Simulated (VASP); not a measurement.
# CaPtS3 (R-3c) in VASP: a series of runs

Runs on CaPtS3. Level: PBE. Tasks: single point, relaxation of cell and atoms.

Program: VASP 6.6.1. These are calculated values, not measurements. Logs are shortened: lines on timing, memory, paths and dates and some standing lists are left out, and cuts for length are marked.

## Step 1: The cell of the first run

Symmetry: R-3c, No. 167, trigonal system. The conventional cell has a = 7.019 Å, b = 7.019 Å, c = 13.754 Å, α = 90.00°, β = 90.00°, γ = 120.00°. Within 3.6 Å of Ca (site symmetry 32) lie 9 S at 2.76 to 3.15 Å and 2 Pt at 3.44 Å. Within 3.2 Å of Pt (site symmetry -3) lie 6 S at 2.45 Å. S (site symmetry 2) has 2 Pt at 2.45 Å and 3 Ca at 2.76 to 3.15 Å and 4 S at 3.15 Å within 3.2 Å.

## Step 2: Single point, PBE

Contents of INCAR:

```
SYSTEM = CaPtS3
  ALGO = Normal
  EDIFF = 1E-6
  ENCUT = 520
  GGA = PE
  ISIF = 2
  ISMEAR = 0
  LASPH = .TRUE.
  LCHARG = .FALSE.
  LREAL = .FALSE.
  LWAVE = .FALSE.
  NBANDS = 49
  NELM = 80
  PREC = Accurate
  SIGMA = 0.1
```

Contents of KPOINTS:

```
k-points
0
G
  6 6 6
  0 0 0
```

Contents of POSCAR:

```
CaPtS3
1.0
    3.5093534352      2.0261261505      4.5846188712
   -3.5093534352      2.0261261505      4.5846188712
    0.0000000000     -4.0522523009      4.5846188713
Ca Pt S
2 2 6
Direct
    0.7500000000      0.7500000000      0.7500000000
    0.2500000000      0.2500000000      0.2500000000
    0.5000000000      0.5000000000      0.5000000000
    0.0000000000      0.0000000000      0.0000000000
    0.8566921801      0.2500000000      0.6433078199
    0.6433078199      0.8566921801      0.2500000000
    0.2500000000      0.6433078199      0.8566921801
    0.1433078199      0.7500000000      0.3566921801
    0.3566921801      0.1433078199      0.7500000000
    0.7500000000      0.3566921801      0.1433078199
```

Potentials or basis: VASP PAW PBE potentials, release 64 (Ca_sv, Pt, S).

Launch:

```
$ cat potpaw_PBE.64/Ca_sv/POTCAR potpaw_PBE.64/Pt/POTCAR potpaw_PBE.64/S/POTCAR > POTCAR
$ mpirun -np 1 vasp_std > vasp.out
```

OUTCAR:

```text
SYSTEM = CaPtS3
   EDIFF = 1E-6
   ENCUT = 520
   GGA = PE
   ISIF = 2
   ISMEAR = 0
   LASPH = .TRUE.
   LREAL = .FALSE.
   NELM = 80
   PREC = Accurate

 ion  position               nearest neighbor table
   1  0.750  0.750  0.750-   8 2.76  10 2.76   9 2.76
   2  0.250  0.250  0.250-   5 2.76   7 2.76   6 2.76
   3  0.500  0.500  0.500-   6 2.45   9 2.45   7 2.45  10 2.45   5 2.45   8 2.45
   4  0.000  0.000  0.000-   6 2.45   9 2.45   8 2.45   5 2.45   7 2.45  10 2.45
   5  0.857  0.250  0.643-   4 2.45   3 2.45   2 2.76
   6  0.643  0.857  0.250-   3 2.45   4 2.45   2 2.76
   7  0.250  0.643  0.857-   3 2.45   4 2.45   2 2.76
   8  0.143  0.750  0.357-   4 2.45   3 2.45   1 2.76
   9  0.357  0.143  0.750-   3 2.45   4 2.45   1 2.76
  10  0.750  0.357  0.143-   3 2.45   4 2.45   1 2.76

  LATTYP: Found a trigonal (rhomboedric) cell.
 ALAT       =     6.1187808349
 COS(alpha) =     0.3421082828

  Lattice vectors:

 A1 = (   3.5093534352,   2.0261261505,   4.5846188712)
 A2 = (  -3.5093534352,   2.0261261505,   4.5846188712)
 A3 = (   0.0000000000,  -4.0522523009,   4.5846188713)

Analysis of symmetry for initial positions (statically):
=====================================================================
 Subroutine PRICEL returns:
 Original cell was already a primitive cell.

 Routine SETGRP: Setting up the symmetry group for a
 trigonal (rhombohedral) supercell.

 Subroutine GETGRP returns: Found 12 space group operations
 (whereof  6 operations were pure point group operations)
 out of a pool of 12 trial point group operations.

The static configuration has the point symmetry S_6 .
 The point group associated with its full space group is D_3d.

Analysis of symmetry for dynamics (positions and initial velocities):
=====================================================================
 Subroutine PRICEL returns:
 Original cell was already a primitive cell.

 Routine SETGRP: Setting up the symmetry group for a
 trigonal (rhombohedral) supercell.

 Subroutine GETGRP returns: Found 12 space group operations
 (whereof  6 operations were pure point group operations)
 out of a pool of 12 trial point group operations.

The dynamic configuration has the point symmetry S_6 .
 The point group associated with its full space group is D_3d.

 Subroutine INISYM returns: Found 12 space group operations
 (whereof  6 operations are pure point group operations),
 and found     1 'primitive' translations

----------------------------------------------------------------------------------------

                                     Primitive cell

  volume of cell :     195.5906

  direct lattice vectors                    reciprocal lattice vectors
     3.509353435  2.026126151  4.584618871     0.142476388  0.082258781  0.072706880
    -3.509353435  2.026126151  4.584618871    -0.142476388  0.082258781  0.072706880
     0.000000000 -4.052252301  4.584618871     0.000000000 -0.164517561  0.072706880

  length of vectors
     6.118780835  6.118780835  6.118780835     0.179867502  0.179867502  0.179867502

  position of ions in fractional coordinates (direct lattice)
     0.750000000  0.750000000  0.750000000
     0.250000000  0.250000000  0.250000000
     0.500000000  0.500000000  0.500000000
     0.000000000  0.000000000  0.000000000
     0.856692180  0.250000000  0.643307820
     0.643307820  0.856692180  0.250000000
     0.250000000  0.643307820  0.856692180
     0.143307820  0.750000000  0.356692180
     0.356692180  0.143307820  0.750000000
     0.750000000  0.356692180  0.143307820

  ion indices of the primitive-cell ions
   primitive index   ion index
                 1           1
                 2           2
                 3           3
                 4           4
                 5           5
                 6           6
                 7           7
                 8           8
                 9           9
                10          10

----------------------------------------------------------------------------------------

 KPOINTS: k-points

Automatic generation of k-mesh.
 Grid dimensions read from file:
 generate k-points for:    6    6    6

 Generating k-lattice:

  Cartesian coordinates                     Fractional coordinates (reciprocal lattice)
     0.023746065  0.013709797  0.012117813     0.166666667  0.000000000  0.000000000
    -0.023746065  0.013709797  0.012117813     0.000000000  0.166666667  0.000000000
     0.000000000 -0.027419594  0.012117813    -0.000000000 -0.000000000  0.166666667

  Length of vectors
     0.029977917  0.029977917  0.029977917

  Shift w.r.t. Gamma in fractional coordinates (k-lattice)
     0.000000000  0.000000000  0.000000000

 Subroutine IBZKPT returns following result:
 ===========================================

 Found     32 irreducible k-points:

 Following reciprocal coordinates:
            Coordinates               Weight
  0.000000  0.000000  0.000000      1.000000
  0.166667 -0.000000  0.000000      6.000000
  0.333333  0.000000  0.000000      6.000000
  0.500000 -0.000000  0.000000      3.000000
  0.166667  0.166667  0.000000      6.000000
  0.333333  0.166667  0.000000     12.000000
[... 16 lines left out ...]
  0.500000  0.500000  0.166667      6.000000
 -0.333333  0.500000  0.166667     12.000000
 [... further k-points ...]
   k-points           NKPTS =     32   k-points in BZ     NKDIM =     32   number of bands    NBANDS=     49
   number of dos      NEDOS =    301   number of ions     NIONS =     10
   total plane-waves  NPLWV = 110592
   dimension x,y,z NGX =    48 NGY =   48 NGZ =   48
   dimension x,y,z NGXF=    96 NGYF=   96 NGZF=   96
   ions per type =               2   2   6
   NGX,Y,Z   is equivalent  to a cutoff of  13.04, 13.04, 13.04 a.u.
   NGXF,Y,Z  is equivalent  to a cutoff of  26.08, 26.08, 26.08 a.u.
 SYSTEM =  CaPtS3
   PREC   = accura    normal or accurate (medium, high low for compatibility)
   ISTART =      0    job   : 0-new  1-cont  2-samecut
   ICHARG =      2    charge: 1-file 2-atom 10-const
   ISPIN  =      1    spin polarized calculation?
   LNONCOLLINEAR =      F non collinear calculations
   LSORBIT =      F    spin-orbit coupling
   LASPH  =      T    aspherical Exc in radial PAW
   ENCUT  =  520.0 eV  38.22 Ry    6.18 a.u.  11.38 11.38 11.38*2*pi/ulx,y,z
   NELM   =     80;   NELMIN=  2; NELMDL= -5     # of ELM steps
   EDIFF  = 0.1E-05   stopping-criterion for ELM
   LREAL  =      F    real-space projection
   EDIFFG = 0.1E-04   stopping-criterion for IOM
   NSW    =      0    number of steps for IOM
   IBRION =     -1    ionic relax: 0-MD 1-quasi-New 2-CG
   NFREE  =      0    steps in history (QN), initial steepest desc. (CG)
   ISIF   =      2    stress and relaxation
   ISYM   =      2    0-nonsym 1-usesym 2-fastsym
   POTIM  = 0.5000    time-step for ionic-motion
   TEBEG  =    0.0;   TEEND  =   0.0 temperature during run
   PSTRESS=    0.0 pullay stress
   NELECT =      76.0000    total number of electrons
   NUPDOWN=      -1.0000    fix difference up-down
   EMIN   =  10.00;   EMAX   =-10.00  energy-range for DOS
   EFERMI =   0.00;   METHOD = LEGACY
   ISMEAR =     0;   SIGMA  =   0.10  broadening in eV -4-tet -1-fermi 0-gaus
   EFERMI_NEDOS =   21; number of points for ismear=-14 and -15
   IALGO  =     38    algorithm
   IMIX   =      4    mixing-type and parameters
     AMIX     =   0.40;   BMIX     =  1.00
     AMIX_MAG =   1.60;   BMIX_MAG =  1.00
  volume/ion in A,a.u.               =      19.56       131.99
  Fermi-wavevector in a.u.,A,eV,Ry     =   1.194621  2.257506 19.417125  1.427118
  Thomas-Fermi vector in A             =   2.330606
   LORBIT       =      0    0 simple, 1 ext, 2 COOP (PROOUT), +10 PAW based schemes
   GGA     = PE    functional components
   LHFCALC =     F    Hartree Fock is set to
   AEXX    =    0.0000 exact exchange contribution
   IVDW    =     0    specifies the selected vdW correction
   LEPSILON=     F    determine dielectric tensor
   LRPA    =     F    only Hartree local field effects (RPA)
 non-spin polarized calculation
 Gauss-broadening in eV      SIGMA  =   0.10
  energy-cutoff  :      520.00
  volume of cell :      195.59
 maximum number of plane-waves:      5284
 NGX is ok and might be reduce to    48
   NGX = 23   NGY = 23   NGZ = 23

 number of electron      76.0000005 magnetization

 Free energy of the ion-electron system (eV)
  ---------------------------------------------------
  ext. energy  EPLUGINS =         0.00000000
  ---------------------------------------------------
  free energy    TOTEN  =       -48.50534479 eV

  energy without entropy =      -48.49299322  energy(sigma->0) =      -48.49916901

 E-fermi :   5.3067     XC(G=0): -10.2991

 val. band max:        5.2681779313   @ k =   0.3333   0.3333   0.1667
 cond. band min:       5.3145724825   @ k =   0.3333   0.3333   0.0000
 fundamental gap:      0.0463945512
 Fermi energy:         5.3067090041

 k-point     1 :       0.0000    0.0000    0.0000
  band No.  band energies     occupation
      1     -34.5734      2.00000
      2     -34.5717      2.00000
      3     -15.6337      2.00000
      4     -15.6231      2.00000
      5     -15.6207      2.00000
      6     -15.6207      2.00000
[... 41 lines left out ...]
     48      10.2875      0.00000
     49      10.2926      0.00000

 k-point     2 :       0.1667   -0.0000    0.0000
  band No.  band energies     occupation
      1     -34.5732      2.00000
      2     -34.5718      2.00000
      3     -15.6334      2.00000
      4     -15.6247      2.00000
      5     -15.6197      2.00000
      6     -15.6188      2.00000
[... 41 lines left out ...]
     48      10.3524      0.00000
     49      10.4156      0.00000

 k-point     3 :       0.3333    0.0000    0.0000
  band No.  band energies     occupation
      1     -34.5729      2.00000
      2     -34.5721      2.00000
      3     -15.6326      2.00000
      4     -15.6276      2.00000
      5     -15.6167      2.00000
      6     -15.6147      2.00000
[... 1081 lines left out ...]
     48      10.4358      0.00000
     49      10.6421      0.00000

 k-point    24 :      -0.3333    0.5000    0.1667
  band No.  band energies     occupation
      1     -34.5726      2.00000
      2     -34.5724      2.00000
      3     -15.6401      2.00000
      4     -15.6366      2.00000
      5     -15.6232      2.00000
      6     -15.6130      2.00000
[... 41 lines left out ...]
     48      10.5103      0.00000
     49      10.6768      0.00000

 [... further k-points ...]
[... 5 lines left out ...]
  --------------------------------------------------------------------------------------
  -------------------------------------------------------------------------------------
  Total       -0.0893611     -0.0893611     -0.1490252     -0.0000000      0.0000000      0.0000000
  in kB       -0.7320003     -0.7320003     -1.2207373     -0.0000000      0.0000000      0.0000000
  external PRESSURE =      -0.8949126 kB  Pullay stress =       0.0000000 kB

 VOLUME and BASIS-vectors are now :
 -----------------------------------------------------------------------------
  energy-cutoff  :      520.00
  volume of cell :      195.59
      direct lattice vectors                 reciprocal lattice vectors
     3.509353435  2.026126151  4.584618871     0.142476388  0.082258781  0.072706880
    -3.509353435  2.026126151  4.584618871    -0.142476388  0.082258781  0.072706880
     0.000000000 -4.052252301  4.584618871     0.000000000 -0.164517561  0.072706880

 POSITION                                       TOTAL-FORCE (eV/Angst)
 -----------------------------------------------------------------------------------
      0.00000      0.00000     10.31539        -0.000000     -0.000000     -0.000000
      0.00000      0.00000      3.43846        -0.000000     -0.000000     -0.000000
      0.00000      0.00000      6.87693        -0.000000     -0.000000     -0.000000
      0.00000      0.00000      0.00000        -0.000000     -0.000000     -0.000000
      2.12910     -0.36455      8.02308        -0.010758     -0.018634      0.000000
     -0.74884      2.02613      8.02308         0.021516     -0.000000     -0.000000
     -1.38026     -1.66158      8.02308        -0.010758      0.018634     -0.000000
     -2.12910      0.36455      5.73077         0.010758      0.018634     -0.000000
      0.74884     -2.02613      5.73077        -0.021516     -0.000000      0.000000
      1.38026      1.66158      5.73077         0.010758     -0.018634      0.000000
 -----------------------------------------------------------------------------------
    total drift:                                0.000000      0.000000     -0.000000

  FREE ENERGIE OF THE ION-ELECTRON SYSTEM (eV)
  ---------------------------------------------------
  free  energy   TOTEN  =       -48.5053447894 eV

  energy  without entropy=      -48.4929932247  energy(sigma->0) =      -48.49916901
```

Wall time 3.4 min (1 thread of Intel Xeon 6975P-C (Granite Rapids), shared host); peak memory 0.47 GiB.

What came out:

```
Free energy            : -48.5053 eV
Pressure               : -0.1 GPa
Largest force          : 0.022 eV/Å
Band gap on the k mesh : zero (bands 38 and 39 overlap by 0.21 eV)
```

Forces in eV/Å, atoms in the order of the input:
```
Ca   0.000  0.000  0.000
Ca   0.000  0.000  0.000
Pt   0.000  0.000  0.000
Pt   0.000  0.000  0.000
S   -0.011 -0.019  0.000
S    0.022  0.000  0.000
S   -0.011  0.019  0.000
S    0.011  0.019  0.000
S   -0.022  0.000  0.000
S    0.011 -0.019  0.000
```

Caveat: spin-orbit coupling is left out, which moves the levels of the heavy elements.

## Step 3: Single point, PBE, collinear spin

Contents of INCAR:

```
SYSTEM = CaPtS3
  PREC = Accurate
  ENCUT = 520
  EDIFF = 1E-6
  ISMEAR = 0
  SIGMA = 0.1
  LREAL = .False.
  LASPH = .True.
  NELM = 150
  ALGO = Normal
  ISIF = 2
  LWAVE = .False.
  LCHARG = .False.
  ISPIN = 2
  MAGMOM = 0 0 1 1 0 0 0 0 0 0
  LORBIT = 11
  LMAXMIX = 4
  GGA = PE
  NBANDS = 53
```

Contents of KPOINTS:

```
Automatic mesh
0
Gamma
  3 3 3
  0 0 0
```

Contents of POSCAR:

```
CaPtS3
1.0
    3.4968874848      2.0189289307      4.6234052125
   -3.4968874848      2.0189289307      4.6234052125
    0.0000000000     -4.0378578613      4.6234052125
Ca Pt S
2 2 6
Direct
    0.7500000000      0.7500000000      0.7500000000
    0.2500000000      0.2500000000      0.2500000000
    0.5000000000      0.5000000000      0.5000000000
    0.0000000000      0.0000000000      0.0000000000
    0.8565320924      0.2500000000      0.6434679076
    0.6434679076      0.8565320924      0.2500000000
    0.2500000000      0.6434679076      0.8565320924
    0.1434679076      0.7500000000      0.3565320924
    0.3565320924      0.1434679076      0.7500000000
    0.7500000000      0.3565320924      0.1434679076
```

Potentials or basis: VASP PAW PBE potentials, release 64 (Ca_sv, Pt, S).

Launch:

```
$ cat potpaw_PBE.64/Ca_sv/POTCAR potpaw_PBE.64/Pt/POTCAR potpaw_PBE.64/S/POTCAR > POTCAR
$ mpirun -np 1 vasp_std > vasp.out
```

It took 100 s on 1 thread of Intel Xeon 6975P-C (Granite Rapids), shared host; peak memory 0.45 GiB.

Results (log left out):

* Free energy: -48.5234 eV
* Pressure: 0.1 GPa
* Largest force: 0.032 eV/Å
* Band gap on the k mesh: zero (filled and empty bands overlap)
* Net moment: 0.00 μB per cell
* Valence electrons inside the program's atomic spheres: Ca 8.12; Pt 9.26; S 3.66

Forces in eV/Å, atoms in the order of the input:
```
Ca   0.000  0.000  0.000
Ca   0.000  0.000  0.000
Pt   0.000  0.000  0.000
Pt   0.000  0.000  0.000
S   -0.016 -0.028  0.000
S    0.032  0.000  0.000
S   -0.016  0.028  0.000
S    0.016  0.028  0.000
S   -0.032  0.000  0.000
S    0.016 -0.028  0.000
```

Stress tensor (GPa, compression positive):
```
 0.38  0.00  0.00
 0.00  0.38  0.00
 0.00  0.00 -0.56
```

Levels at points of the mesh, in eV from the Fermi level:
Spin up:
| k point | band 35 | band 36 | band 37 | band 38 | band 39 | band 40 | band 41 | band 42 |
| --- | --- | --- | --- | --- | --- | --- | --- | --- |
| (0.00, 0.00, 0.00) | -0.94 | -0.29 | -0.29 | -0.14 | -0.14 | 0.39 | 3.28 | 3.32 |
Spin down:
| k point | band 34 | band 35 | band 36 | band 37 | band 38 | band 39 | band 40 | band 41 | band 42 | band 43 |
| --- | --- | --- | --- | --- | --- | --- | --- | --- | --- | --- |
| (0.00, 0.00, 0.00) | -1.10 | -0.94 | -0.29 | -0.29 | -0.14 | -0.14 | 0.39 | 3.28 | 3.32 | 3.32 |

Caveat: the k points lie up to 0.38 Å⁻¹ apart; spin-orbit coupling is left out, which moves the levels of the heavy elements.

[end of part 1 of 2]

The gap in the log of VASP goes by the Fermi energy; the results here count the filled bands.